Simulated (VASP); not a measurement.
Here is a VASP 6.6.1 calculation.

File INCAR:

```
PREC     = Accurate       # precision mode
ENCUT    = 520            # plane-wave cutoff, eV
EDIFF    = 1E-7           # SCF threshold, eV
ISMEAR   = -1             # smearing method
SIGMA    = 0.02           # smearing width, eV
LREAL    = False          # projectors in reciprocal space
LASPH    = True           # aspherical terms in the spheres
NELM     = 80             # most SCF steps
ALGO     = Normal         # electronic algorithm
ISIF     = 2              # what is computed and relaxed
LWAVE    = False          # write WAVECAR
LCHARG   = False          # write CHGCAR
GGA      = PE             # functional
NBANDS   = 16             # bands
```

File KPOINTS:

```
Automatic mesh
0
Gamma
  10 10 10
```

Contents of POSCAR:

```
GaN
1.0
    0.0637578046      2.2489525415      2.2489525415
    2.2489525415      0.0637578046      2.2489525415
    2.3127103461      2.3127103461      0.0000000000
Ga N
1 1
Direct
    0.0041150616      0.0041150616     -0.0041150616
    0.2458849384      0.2458849384      0.2541150616
```

Potentials or basis: VASP PAW PBE potentials, release 64 (Ga_d, N).

Run with:

```bash
$ cat potpaw_PBE.64/Ga_d/POTCAR potpaw_PBE.64/N/POTCAR > POTCAR
$ mpirun -np 1 vasp_std > vasp.out
```

Q: What does it give for the pressure?

A: 6.4 GPa.

Q: Estimate the band gap on the k mesh.

A: 1.51 eV, direct.

Stress tensor (GPa, compression positive):
```
 6.55 -8.79  0.00
-8.79  6.55  0.00
 0.00  0.00  6.23
```

Caveat: the cell differs from its parent crystal (shear xy strain +5.7%).
